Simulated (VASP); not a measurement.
**Si: single point with PBE**

The system is Si.

```
CELL_PARAMETERS angstrom
2.74626 0.00000 0.00000
-1.37313 2.37833 0.00000
0.00000 0.00000 4.42597
ATOMIC_POSITIONS crystal
Si 0.33333 0.66667 0.25000
Si 0.66667 0.33333 0.75000
```

```json
{
  "Program": "VASP 6.6.1",
  "Task": "single point",
  "Functional": "PBE",
  "Potentials or basis": "VASP PAW PBE potentials, release 64 (Si)",
  "Cutoff": "520 eV",
  "k mesh": "6 × 6 × 4",
  "Occupations": "gaussian, width 0.1 eV",
  "Spin": "no spin polarisation"
}
```

```
Pressure               : -0.2 GPa
Band gap on the k mesh : zero (band 4 reaches 18.08 eV, above the bottom of band 5 at 6.61 eV)
```

Stress tensor (GPa, compression positive):
```
-0.38  0.00  0.00
 0.00 -0.38  0.00
 0.00  0.00  0.13
```

Levels at points of the mesh, in eV from the Fermi level:
| k point | band 2 | band 3 | band 4 | band 5 | band 6 | band 7 |
| --- | --- | --- | --- | --- | --- | --- |
| (0.00, 0.00, 0.00) | -7.57 | -7.03 | 7.75 | 7.75 | 9.27 | 9.27 |
| (0.50, 0.00, 0.00) | -7.90 | -1.75 | -1.53 | -1.26 | -0.09 | 2.89 |
| (0.00, 0.00, 0.50) | -12.76 | 1.43 | 1.43 | 9.16 | 9.16 | 9.16 |
| (0.50, 0.00, 0.50) | -6.82 | -6.12 | -6.12 | 4.51 | 4.51 | 5.87 |

Run time: 3.1 s on 1 thread of Intel(R) Xeon(R) Platinum 8559C (Emerald Rapids), with other jobs on the host, peak memory 0.13 GiB.

Caveat: the k points lie up to 0.44 Å⁻¹ apart.
